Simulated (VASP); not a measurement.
Input of a VASP 6.6.1 run:

The input INCAR:

```
PREC = Accurate ; ENCUT = 520
EDIFF = 1E-6 ; ISMEAR = 0
SIGMA = 0.05 ; LREAL = F
LASPH = T ; NELM = 100
ALGO = Normal ; ISIF = 2
LWAVE = F ; LCHARG = F
GGA = PE ; NBANDS = 31
```

KPOINTS

```
Automatic mesh
0
Gamma
  6 6 4
```

Contents of POSCAR:

```
HfO2
1.0
    3.4240895724      0.0000000000      0.0000000000
    0.0000000000      3.4240895724      0.0000000000
    0.0000000000      0.0000000000      5.2639671549
Hf O
2 4
Direct
    0.5000000000      0.5000000000      0.5000000000
    0.0000000000      0.0000000000      0.0000000000
    0.0000000000      0.5000000000      0.6932521152
    0.5000000000      0.0000000000      0.8067478848
    0.5000000000      0.0000000000      0.3067478848
    0.0000000000      0.5000000000      0.1932521152
```

Potentials or basis: VASP PAW PBE potentials, release 64 (Hf_pv, O).

Command:

```console
$ cat potpaw_PBE.64/Hf_pv/POTCAR potpaw_PBE.64/O/POTCAR > POTCAR
$ mpirun -np 1 vasp_std > vasp.out
```

Q: Estimate the band gap on the k mesh.

A: 4.96 eV (least direct gap 5.01 eV).

Q: What does it give for the largest force?

A: 0.463 eV/Å.

Q: What does it give for the pressure?

A: 28.0 GPa.

Stress tensor (GPa, compression positive):
```
35.52  0.00  0.00
 0.00 35.52  0.00
 0.00  0.00 12.82
```

Caveat: the cell differs from its parent crystal (strain -0.050 along x and y, +0.000 along z); the cell stands under pressure; spin-orbit coupling is left out, which moves the levels of the heavy elements. A k mesh can miss the band edges.
